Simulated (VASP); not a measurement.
**In: single point with LDA**

In:

```
CELL_PARAMETERS angstrom
2.32647 0.00000 0.00000
-1.16323 2.01478 0.00000
0.00000 0.00000 2.23051
ATOMIC_POSITIONS crystal
In 0.00000 0.00000 0.00000
```

```json
{
  "Program": "VASP 6.6.1",
  "Task": "single point",
  "Functional": "LDA",
  "Potentials or basis": "VASP PAW LDA potentials, release 64 (In_d)",
  "Cutoff": "520 eV",
  "k mesh": "19 × 19 × 17",
  "Occupations": "fermi-dirac, width 0.08 eV",
  "Spin": "no spin polarisation",
  "Dipole correction": "no",
  "Further INCAR settings": "ALGO = Normal; EDIFF = 1e-06; NBANDS = 12"
}
```

| Item | Value |
| --- | --- |
| Pressure | 415.3 GPa |

Stress tensor (GPa, compression positive):
```
415.39   0.00   0.00
  0.00 415.39   0.00
  0.00   0.00 415.18
```

Levels at points of the mesh, in eV from the Fermi level:
```csv
k point,band 3,band 4,band 5,band 6,band 7,band 8,band 9,band 10
"(0.00, 0.00, 0.00)",-19.23,-19.23,-16.09,-16.09,10.09,10.50,17.88,17.88
```

It took 15 s on 1 thread of Intel(R) Xeon(R) 6975P-C (Granite Rapids), on a shared host, peak memory 0.15 GiB.

Caveat: spin-orbit coupling is left out, which moves the levels of the heavy elements.
